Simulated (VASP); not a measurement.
**BeTe: relaxation of cell and atoms with PBEsol**

BeTe:

```
Be Te
1.0
     0.00000    2.83146    2.83146
     2.83146    0.00000    2.83146
     2.83146    2.83146    0.00000
Be Te
1 1
Direct
  0.00000 0.00000 0.00000
  0.75000 0.75000 0.75000
```

| Quantity | Value |
| --- | --- |
| Program | VASP 6.6.1 |
| Task | relaxation of cell and atoms |
| Functional | PBEsol |
| Potentials or basis | VASP PAW PBE potentials, release 64 (Be, Te) |
| Cutoff | 600 eV |
| k mesh | 8 × 8 × 8 |
| Occupations | gaussian, width 0.02 eV |
| Spin | no spin polarisation |
| Dipole correction | no |
| Further INCAR settings | ALGO = Normal; EDIFF = 1e-06; IBRION = 2; EDIFFG = -0.005; NSW = 100; ISIF = 3 |

The relaxed volume is 22.10 Å³/atom and the relaxed cell is a = 3.968 Å, b = 3.968 Å, c = 3.968 Å, α = 60.00°, β = 60.00°, γ = 60.00°. The space group after relaxing (to 0.05 Å) is F-43m (No. 216), the energy gained by relaxing is 3.0 meV/atom and the ionic steps are 3. The pressure after relaxing is 0.0 GPa. The band gap on the k mesh is 1.83 eV, indirect (least direct gap 3.59 eV).

Step by step:
```csv
step,energy change (eV),largest force (eV/Å),pressure (GPa),volume (Å³)
1,0.0000,0.0000,-1.54,45.40
2,-0.0057,0.0000,0.29,43.99
3,-0.0059,0.0000,0.01,44.19
```

Final structure:
```
Be Te
1.0
     0.00000    2.80612    2.80612
     2.80612    0.00000    2.80612
     2.80612    2.80612    0.00000
Be Te
1 1
Direct
  0.00000 0.00000 0.00000
  0.75000 0.75000 0.75000
```

Levels at points of the mesh, in eV from the valence-band top:
| k point | band 1 | band 2 | band 3 | band 4 | band 5 | band 6 | band 7 | band 8 |
| --- | --- | --- | --- | --- | --- | --- | --- | --- |
| (0.00, 0.00, 0.00) | -12.40 | 0.00 | 0.00 | 0.00 | 3.59 | 3.59 | 3.59 | 3.81 |
| (0.50, 0.00, 0.00) | -11.03 | -5.64 | -1.15 | -1.15 | 3.06 | 4.55 | 4.55 | 7.66 |
| (0.50, 0.50, 0.00) | -10.52 | -5.19 | -2.70 | -2.70 | 1.83 | 2.60 | 9.77 | 9.77 |

It took 29 s on 1 thread of Intel(R) Xeon(R) Platinum 8259CL CPU @ 2.50GHz (Skylake/Cascade Lake), on a shared host, peak memory 0.18 GiB.

Caveat: the PAW data sets were made with another functional, which shifts forces and pressure a little; spin-orbit coupling is left out, which moves the levels of the heavy elements. PBEsol gaps usually lie below the measured ones, often by a third to a half.
